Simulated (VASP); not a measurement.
Set up this calculation in VASP 6.6.1, as the native input.

| Property | Result |
| --- | --- |
| Task | single point |
| Functional | PBE |
| Potentials or basis | VASP PAW PBE potentials, release 64 (O, V_sv, Sr_sv, Ni) |
| Cutoff | 520 eV |
| k mesh | 5 × 5 × 5 |
| Occupations | fermi-dirac, width 0.1 eV |
| Spin | no spin polarisation |
| Dipole correction | no |
| Further INCAR settings | ALGO = Normal; EDIFF = 1e-06; NBANDS = 50 |

The structure of Sr2VNiO6 lies in POSCAR:

```
Sr2VNiO6
1.0
    0.0000000000      5.5436650000      0.0000000000
    5.5436650000      0.0000000000      0.0000000000
    2.7718320000      2.7718320000     -3.9469840000
O V Sr Ni
6 1 2 1
Direct
    0.2270000000      0.2890000000      0.0000000000
    0.2890000000      0.7730000000      0.0000000000
    0.7730000000      0.7110000000      0.0000000000
    0.7110000000      0.2270000000      0.0000000000
    0.2550000000      0.2550000000      0.4900000000
    0.7450000000      0.7450000000      0.5100000000
    0.5000000000      0.5000000000      0.0000000000
    0.7500000000      0.2500000000      0.5000000000
    0.2500000000      0.7500000000      0.5000000000
    0.0000000000      0.0000000000      0.0000000000
```

One way to write it, as run:

INCAR

```
  PREC = Accurate
  ENCUT = 520
  EDIFF = 1E-6
  ISMEAR = -1
  SIGMA = 0.1
  LREAL = F
  LASPH = T
  NELM = 80
  ALGO = Normal
  ISIF = 2
  LWAVE = F
  LCHARG = F
  GGA = PE
  NBANDS = 50
```

KPOINTS

```
regular mesh
0
Gamma
  5 5 5
```

Potentials or basis: VASP PAW PBE potentials, release 64 (O, V_sv, Sr_sv, Ni).

Command:

```console
$ cat potpaw_PBE.64/O/POTCAR potpaw_PBE.64/V_sv/POTCAR potpaw_PBE.64/Sr_sv/POTCAR potpaw_PBE.64/Ni/POTCAR > POTCAR
$ mpirun -np 1 vasp_std > vasp.out
```

Results of the run:

The pressure is -7.6 GPa, the largest force is 0.199 eV/Å and the band gap on the k mesh is zero (an odd number of electrons rules out a gap without spin polarisation).

Caveat: the cell stands under tension; an odd number of electrons without spin polarisation forces a metal; a magnetic or distorted state may lie lower; the run has no spin polarisation, though such a crystal can be magnetic; semilocal functionals often make such compounds metallic where correlation or magnetic order opens a gap, which also shifts bond lengths.

It took 4.7 min on 1 thread of AMD EPYC 7R13, on a shared host, peak memory 0.3 GiB.
